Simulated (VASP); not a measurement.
# Si2Sn (P-6m2) in VASP: notebook, part 2 of 3

VASP 6.6.1. The steps go on from the part before.

### Step 3. Single point, PBE

This run uses another cell than the first one, of 20.63 Å³/atom, 1.059 times its volume.

File INCAR:

```
PREC = Accurate
ENCUT = 520
EDIFF = 1E-6
ISMEAR = 0
SIGMA = 0.1
LREAL = False
LASPH = True
NELM = 100
ALGO = Normal
ISIF = 2
LWAVE = False
LCHARG = False
GGA = PE
NBANDS = 31
```

File KPOINTS:

```
regular mesh
0
Gamma
  6 6 2
```

File POSCAR:

```
Si2Sn
1.0
    3.6739175418     -0.0000000035      0.0000000000
   -1.8369587679      3.1817059243      0.0000000000
    0.0000000000      0.0000000000     10.5907259288
Si Sn
4 2
Direct
    0.3333333333      0.6666666667      0.5000000000
    0.6666666667      0.3333333333      0.0000000000
    0.6666666667      0.3333333333      0.3698301696
    0.6666666667      0.3333333333      0.6301698304
    0.3333333333      0.6666666667      0.8277593856
    0.3333333333      0.6666666667      0.1722406144
```

Potentials or basis: VASP PAW PBE potentials, release 64 (Si, Sn_d).

Launch:

```
$ cat potpaw_PBE.64/Si/POTCAR potpaw_PBE.64/Sn_d/POTCAR > POTCAR
$ mpirun -np 1 vasp_std > vasp.out
```

OUTCAR:

```text
PREC = Accurate
   ENCUT = 520
   EDIFF = 1E-6
   ISMEAR = 0
   LREAL = False
   LASPH = True
   NELM = 100
   ISIF = 2
   GGA = PE

 ion  position               nearest neighbor table
   1  0.333  0.667  0.500-   3 2.53   4 2.53   3 2.53   4 2.53   3 2.53   4 2.53
   2  0.667  0.333  0.000-   5 2.80   6 2.80   5 2.80   6 2.80   5 2.80   6 2.80
   3  0.667  0.333  0.370-   1 2.53   1 2.53   1 2.53   4 2.76   6 2.98   6 2.98   6 2.98
   4  0.667  0.333  0.630-   1 2.53   1 2.53   1 2.53   3 2.76   5 2.98   5 2.98   5 2.98
   5  0.333  0.667  0.828-   2 2.80   2 2.80   2 2.80   4 2.98   4 2.98   4 2.98   6 3.65
   6  0.333  0.667  0.172-   2 2.80   2 2.80   2 2.80   3 2.98   3 2.98   3 2.98   5 3.65

  LATTYP: Found a hexagonal cell.
 ALAT       =     3.6739175418
 C/A-ratio  =     2.8826792676

  Lattice vectors:

 A1 = (   3.6739175418,  -0.0000000035,   0.0000000000)
 A2 = (  -1.8369587679,   3.1817059243,   0.0000000000)
 A3 = (   0.0000000000,   0.0000000000,  10.5907259288)

Analysis of symmetry for initial positions (statically):
=====================================================================
 Subroutine PRICEL returns:
 Original cell was already a primitive cell.

 Routine SETGRP: Setting up the symmetry group for a
 hexagonal supercell.

 Subroutine GETGRP returns: Found 12 space group operations
 (whereof 12 operations were pure point group operations)
 out of a pool of 24 trial point group operations.

The static configuration has the point symmetry D_3h.

Analysis of symmetry for dynamics (positions and initial velocities):
=====================================================================
 Subroutine PRICEL returns:
 Original cell was already a primitive cell.

 Routine SETGRP: Setting up the symmetry group for a
 hexagonal supercell.

 Subroutine GETGRP returns: Found 12 space group operations
 (whereof 12 operations were pure point group operations)
 out of a pool of 24 trial point group operations.

The dynamic configuration has the point symmetry D_3h.

 Subroutine INISYM returns: Found 12 space group operations
 (whereof 12 operations are pure point group operations),
 and found     1 'primitive' translations

----------------------------------------------------------------------------------------

                                     Primitive cell

  volume of cell :     123.7984

  direct lattice vectors                    reciprocal lattice vectors
     3.673917542 -0.000000003  0.000000000     0.272189016  0.157148401  0.000000000
    -1.836958768  3.181705924  0.000000000     0.000000000  0.314296803  0.000000000
     0.000000000  0.000000000 10.590725929     0.000000000  0.000000000  0.094422234

  length of vectors
     3.673917542  3.673917542 10.590725929     0.314296803  0.314296803  0.094422234

  position of ions in fractional coordinates (direct lattice)
     0.333333333  0.666666667  0.500000000
     0.666666667  0.333333333  0.000000000
     0.666666667  0.333333333  0.369830170
     0.666666667  0.333333333  0.630169830
     0.333333333  0.666666667  0.827759386
     0.333333333  0.666666667  0.172240614

  ion indices of the primitive-cell ions
   primitive index   ion index
                 1           1
[... 38 lines left out ...]
  0.166667  0.166667  0.000000      6.000000
  0.333333  0.166667  0.000000     12.000000
  0.333333  0.333333  0.000000      2.000000
  0.000000  0.000000  0.500000      1.000000
  0.166667  0.000000  0.500000      6.000000
  0.333333  0.000000  0.500000      6.000000
  0.500000  0.000000  0.500000      3.000000
  0.166667  0.166667  0.500000      6.000000
  0.333333  0.166667  0.500000     12.000000
  0.333333  0.333333  0.500000      2.000000
   k-points           NKPTS =     14   k-points in BZ     NKDIM =     14   number of bands    NBANDS=     31
   number of dos      NEDOS =    301   number of ions     NIONS =      6
   total plane-waves  NPLWV =  62720
   dimension x,y,z NGX =    28 NGY =   28 NGZ =   80
   dimension x,y,z NGXF=    56 NGYF=   56 NGZF=  160
   ions per type =               4   2
   NGX,Y,Z   is equivalent  to a cutoff of  12.67, 12.67, 12.56 a.u.
   NGXF,Y,Z  is equivalent  to a cutoff of  25.34, 25.34, 25.12 a.u.
 SYSTEM =  unknown system
   PREC   = accura    normal or accurate (medium, high low for compatibility)
   ISTART =      0    job   : 0-new  1-cont  2-samecut
   ICHARG =      2    charge: 1-file 2-atom 10-const
   ISPIN  =      1    spin polarized calculation?
   LNONCOLLINEAR =      F non collinear calculations
   LSORBIT =      F    spin-orbit coupling
   LASPH  =      T    aspherical Exc in radial PAW
   ENCUT  =  520.0 eV  38.22 Ry    6.18 a.u.   6.83  6.83 19.69*2*pi/ulx,y,z
   NELM   =    100;   NELMIN=  2; NELMDL= -5     # of ELM steps
   EDIFF  = 0.1E-05   stopping-criterion for ELM
   LREAL  =      F    real-space projection
   EDIFFG = 0.1E-04   stopping-criterion for IOM
   NSW    =      0    number of steps for IOM
   IBRION =     -1    ionic relax: 0-MD 1-quasi-New 2-CG
   NFREE  =      0    steps in history (QN), initial steepest desc. (CG)
   ISIF   =      2    stress and relaxation
   ISYM   =      2    0-nonsym 1-usesym 2-fastsym
   POTIM  = 0.5000    time-step for ionic-motion
   TEBEG  =    0.0;   TEEND  =   0.0 temperature during run
   PSTRESS=    0.0 pullay stress
   NELECT =      44.0000    total number of electrons
   NUPDOWN=      -1.0000    fix difference up-down
   EMIN   =  10.00;   EMAX   =-10.00  energy-range for DOS
   EFERMI =   0.00;   METHOD = LEGACY
   ISMEAR =     0;   SIGMA  =   0.10  broadening in eV -4-tet -1-fermi 0-gaus
   EFERMI_NEDOS =   21; number of points for ismear=-14 and -15
   IALGO  =     38    algorithm
   IMIX   =      4    mixing-type and parameters
     AMIX     =   0.40;   BMIX     =  1.00
     AMIX_MAG =   1.60;   BMIX_MAG =  1.00
  volume/ion in A,a.u.               =      20.63       139.24
  Fermi-wavevector in a.u.,A,eV,Ry     =   1.159633  2.191389 18.296425  1.344749
  Thomas-Fermi vector in A             =   2.296224
   LORBIT       =      0    0 simple, 1 ext, 2 COOP (PROOUT), +10 PAW based schemes
   GGA     = PE    functional components
   LHFCALC =     F    Hartree Fock is set to
   AEXX    =    0.0000 exact exchange contribution
   IVDW    =     0    specifies the selected vdW correction
   LEPSILON=     F    determine dielectric tensor
   LRPA    =     F    only Hartree local field effects (RPA)
 non-spin polarized calculation
 Gauss-broadening in eV      SIGMA  =   0.10
  energy-cutoff  :      520.00
  volume of cell :      123.80
 maximum number of plane-waves:      3348
 NGX is ok and might be reduce to    28
   NGX = 13   NGY = 13   NGZ = 39

 number of electron      43.9999996 magnetization

 Free energy of the ion-electron system (eV)
  ---------------------------------------------------
  ext. energy  EPLUGINS =         0.00000000
  ---------------------------------------------------
  free energy    TOTEN  =       -27.10457334 eV

  energy without entropy =      -27.09722742  energy(sigma->0) =      -27.10090038

 E-fermi :   7.7779     XC(G=0): -10.3039

 val. band max:        7.6550557476   @ k =   0.0000   0.0000   0.0000
 cond. band min:       7.7842130934   @ k =   0.1667   0.1667   0.0000
 fundamental gap:      0.1291573458
 Fermi energy:         7.7778652054

 k-point     1 :       0.0000    0.0000    0.0000
  band No.  band energies     occupation
      1     -13.5746      2.00000
      2     -13.5600      2.00000
      3     -13.5600      2.00000
      4     -13.5573      2.00000
      5     -13.5573      2.00000
      6     -13.5360      2.00000
[... 465 lines left out ...]
     30      14.2084      0.00000
     31      14.3320      0.00000

------------------------ aborting loop because EDIFF is reached ----------------------------------------

  FORCE on cell =-STRESS in cart. coord.  units (eV):
  Direction    XX          YY          ZZ          XY          YZ          ZX
  --------------------------------------------------------------------------------------
  -------------------------------------------------------------------------------------
  Total        0.0516584      0.0516584     -0.0650600     -0.0000000      0.0000000     -0.0000000
  in kB        0.6685542      0.6685542     -0.8419951     -0.0000000      0.0000000     -0.0000000
  external PRESSURE =       0.1650378 kB  Pullay stress =       0.0000000 kB

 VOLUME and BASIS-vectors are now :
 -----------------------------------------------------------------------------
  energy-cutoff  :      520.00
  volume of cell :      123.80
      direct lattice vectors                 reciprocal lattice vectors
     3.673917542 -0.000000003  0.000000000     0.272189016  0.157148401  0.000000000
    -1.836958768  3.181705924  0.000000000     0.000000000  0.314296803  0.000000000
     0.000000000  0.000000000 10.590725929     0.000000000  0.000000000  0.094422234

 POSITION                                       TOTAL-FORCE (eV/Angst)
 -----------------------------------------------------------------------------------
      0.00000      2.12114      5.29536        -0.000000      0.000000      0.000000
      1.83696      1.06057      0.00000         0.000000      0.000000      0.000000
      1.83696      1.06057      3.91677        -0.000000      0.000000     -0.003675
      1.83696      1.06057      6.67396        -0.000000      0.000000      0.003675
      0.00000      2.12114      8.76657         0.000000     -0.000000      0.007258
      0.00000      2.12114      1.82415         0.000000     -0.000000     -0.007258
 -----------------------------------------------------------------------------------
    total drift:                               -0.000000      0.000000     -0.000000

  FREE ENERGIE OF THE ION-ELECTRON SYSTEM (eV)
  ---------------------------------------------------
  free  energy   TOTEN  =       -27.1045733350 eV

  energy  without entropy=      -27.0972274249  energy(sigma->0) =      -27.10090038
```

OSZICAR:

```text
N       E                     dE             d eps       ncg     rms          rms(c)
DAV:   1     0.352937595183E+03    0.35294E+03   -0.20211E+04   889   0.173E+03
DAV:   2     0.171114682306E+02   -0.33583E+03   -0.32375E+03   875   0.464E+02
DAV:   3    -0.255546272031E+02   -0.42666E+02   -0.41151E+02  1033   0.139E+02
DAV:   4    -0.273401054242E+02   -0.17855E+01   -0.17714E+01  1060   0.293E+01
DAV:   5    -0.273972564874E+02   -0.57151E-01   -0.57136E-01  1203   0.568E+00    0.565E+00
DAV:   6    -0.271388247655E+02    0.25843E+00   -0.48534E-01  1180   0.493E+00    0.324E+00
DAV:   7    -0.271084848031E+02    0.30340E-01   -0.16910E-01  1087   0.203E+00    0.895E-01
DAV:   8    -0.271045323699E+02    0.39524E-02   -0.18558E-02  1068   0.715E-01    0.240E-01
DAV:   9    -0.271044816343E+02    0.50736E-04   -0.23256E-03  1088   0.296E-01    0.137E-01
DAV:  10    -0.271045623064E+02   -0.80672E-04   -0.33422E-04  1113   0.909E-02    0.423E-02
DAV:  11    -0.271045719876E+02   -0.96812E-05   -0.68659E-05  1046   0.386E-02    0.155E-02
DAV:  12    -0.271045733394E+02   -0.13518E-05   -0.11986E-05  1030   0.177E-02    0.629E-03
DAV:  13    -0.271045733350E+02    0.43419E-08   -0.96272E-07   672   0.602E-03
   1 F= -.27104573E+02 E0= -.27100900E+02  d E =-.734591E-02
```

Run time: 42 s. Hardware: 1 thread of Intel Xeon Platinum 8259CL at 2.50GHz (Skylake/Cascade Lake), shared host; peak memory 0.25 GiB.

Results:

| Property | Result |
| --- | --- |
| Free energy | -27.1046 eV |
| Pressure | 0.0 GPa |
| Largest force | 0.007 eV/Å |
| Band gap on the k mesh | zero (band 22 reaches 9.96 eV, above the bottom of band 23 at 5.65 eV) |

Forces in eV/Å, atoms in the order of the input:
```
Si   0.000  0.000  0.000
Si   0.000  0.000  0.000
Si   0.000  0.000 -0.004
Si   0.000  0.000  0.004
Sn   0.000  0.000  0.007
Sn   0.000  0.000 -0.007
```

Caveat: spin-orbit coupling is left out, which moves the levels of the heavy elements.

### Step 4. Single point, PBE

This run uses another cell than the first one, of 20.87 Å³/atom, 1.071 times its volume.

File INCAR:

```
ALGO = Normal
EDIFF = 1E-6
ENCUT = 520
GGA = PE
ISIF = 2
ISMEAR = 0
LASPH = T
LCHARG = T
LELF = T
LREAL = F
LVHAR = T
LWAVE = F
NBANDS = 31
NELM = 100
PREC = Accurate
SIGMA = 0.1
```

File KPOINTS:

```
k-points
0
Gamma
  12 12 4
```

File POSCAR:

```
Si2Sn
1.0
    3.6618057783      0.0000000000      0.0000000000
   -1.8309028891      3.1712168277      0.0000000000
    0.0000000000      0.0000000000     10.7847079235
Si Sn
4 2
Direct
    0.3333333333      0.6666666667      0.5000000000
    0.6666666667      0.3333333333      0.0000000000
    0.6666666667      0.3333333333      0.3731013027
    0.6666666667      0.3333333333      0.6268986973
    0.3333333333      0.6666666667      0.8317338911
    0.3333333333      0.6666666667      0.1682661089
```

Potentials or basis: VASP PAW PBE potentials, release 64 (Si, Sn_d).

Launch:

```
$ cat potpaw_PBE.64/Si/POTCAR potpaw_PBE.64/Sn_d/POTCAR > POTCAR
$ mpirun -np 1 vasp_std > vasp.out
```

OUTCAR:

```text
EDIFF = 1E-6
   ENCUT = 520
   GGA = PE
   ISIF = 2
   ISMEAR = 0
   LASPH = T
   LREAL = F
   NELM = 100
   PREC = Accurate

 ion  position               nearest neighbor table
   1  0.333  0.667  0.500-   3 2.52   4 2.52   3 2.52   4 2.52   3 2.52   4 2.52
   2  0.667  0.333  0.000-   5 2.79   6 2.79   5 2.79   6 2.79   5 2.79   6 2.79
   3  0.667  0.333  0.373-   1 2.52   1 2.52   1 2.52   4 2.74   6 3.06   6 3.06   6 3.06
   4  0.667  0.333  0.627-   1 2.52   1 2.52   1 2.52   3 2.74   5 3.06   5 3.06   5 3.06
   5  0.333  0.667  0.832-   2 2.79   2 2.79   2 2.79   4 3.06   4 3.06   4 3.06   6 3.63
   6  0.333  0.667  0.168-   2 2.79   2 2.79   2 2.79   3 3.06   3 3.06   3 3.06   5 3.63

  LATTYP: Found a hexagonal cell.
 ALAT       =     3.6618057783
 C/A-ratio  =     2.9451884061

  Lattice vectors:

 A1 = (   3.6618057783,   0.0000000000,   0.0000000000)
 A2 = (  -1.8309028891,   3.1712168277,   0.0000000000)
 A3 = (   0.0000000000,   0.0000000000,  10.7847079235)

Analysis of symmetry for initial positions (statically):
[... 183 lines left out ...]

 val. band max:        7.6755007625   @ k =   0.4167  -0.0000   0.2500
 cond. band min:       7.7262145857   @ k =   0.2500  -0.0000   0.2500
 fundamental gap:      0.0507138233
 Fermi energy:         7.6828498841

 k-point     1 :       0.0000    0.0000    0.0000
  band No.  band energies     occupation
      1     -13.7304      2.00000
      2     -13.7304      2.00000
      3     -13.7301      2.00000
      4     -13.7277      2.00000
      5     -13.7277      2.00000
      6     -13.6898      2.00000
[... 805 lines left out ...]
     30      11.9758      0.00000
     31      12.8489      0.00000

 [... further k-points ...]

------------------------ aborting loop because EDIFF is reached ----------------------------------------

  FORCE on cell =-STRESS in cart. coord.  units (eV):
  Direction    XX          YY          ZZ          XY          YZ          ZX
  --------------------------------------------------------------------------------------
  -------------------------------------------------------------------------------------
  Total        0.0004686      0.0004686     -0.0233971      0.0000000      0.0000000      0.0000000
  in kB        0.0059945      0.0059945     -0.2993252      0.0000000      0.0000000      0.0000000
  external PRESSURE =      -0.0957787 kB  Pullay stress =       0.0000000 kB

 VOLUME and BASIS-vectors are now :
 -----------------------------------------------------------------------------
  energy-cutoff  :      520.00
  volume of cell :      125.24
      direct lattice vectors                 reciprocal lattice vectors
     3.661805778  0.000000000  0.000000000     0.273089306  0.157668185  0.000000000
    -1.830902889  3.171216828  0.000000000     0.000000000  0.315336369  0.000000000
     0.000000000  0.000000000 10.784707923     0.000000000  0.000000000  0.092723883

 POSITION                                       TOTAL-FORCE (eV/Angst)
 -----------------------------------------------------------------------------------
     -0.00000      2.11414      5.39235        -0.000000     -0.000000      0.000000
      1.83090      1.05707      0.00000        -0.000000     -0.000000      0.000000
      1.83090      1.05707      4.02379        -0.000000     -0.000000      0.013165
      1.83090      1.05707      6.76092        -0.000000     -0.000000     -0.013165
     -0.00000      2.11414      8.97001         0.000000      0.000000     -0.001181
     -0.00000      2.11414      1.81470         0.000000      0.000000      0.001181
 -----------------------------------------------------------------------------------
    total drift:                               -0.000001      0.000000     -0.000000

  FREE ENERGIE OF THE ION-ELECTRON SYSTEM (eV)
  ---------------------------------------------------
  free  energy   TOTEN  =       -27.0863721575 eV

  energy  without entropy=      -27.0765221171  energy(sigma->0) =      -27.08144714
```

Run time: 2.6 min. Hardware: 1 thread of Intel Xeon Platinum 8259CL at 2.50GHz (Skylake/Cascade Lake), shared host; peak memory 0.34 GiB.

Results:

- Free energy: -27.0864 eV
- Pressure: 0.0 GPa
- Largest force: 0.013 eV/Å
- Band gap on the k mesh: zero (band 22 reaches 9.75 eV, above the bottom of band 23 at 5.58 eV)

Forces in eV/Å, atoms in the order of the input:
```
Si   0.000  0.000  0.000
Si   0.000  0.000  0.000
Si   0.000  0.000  0.013
Si   0.000  0.000 -0.013
Sn   0.000  0.000 -0.001
Sn   0.000  0.000  0.001
```

Caveat: spin-orbit coupling is left out, which moves the levels of the heavy elements.

[end of part 2 of 3]
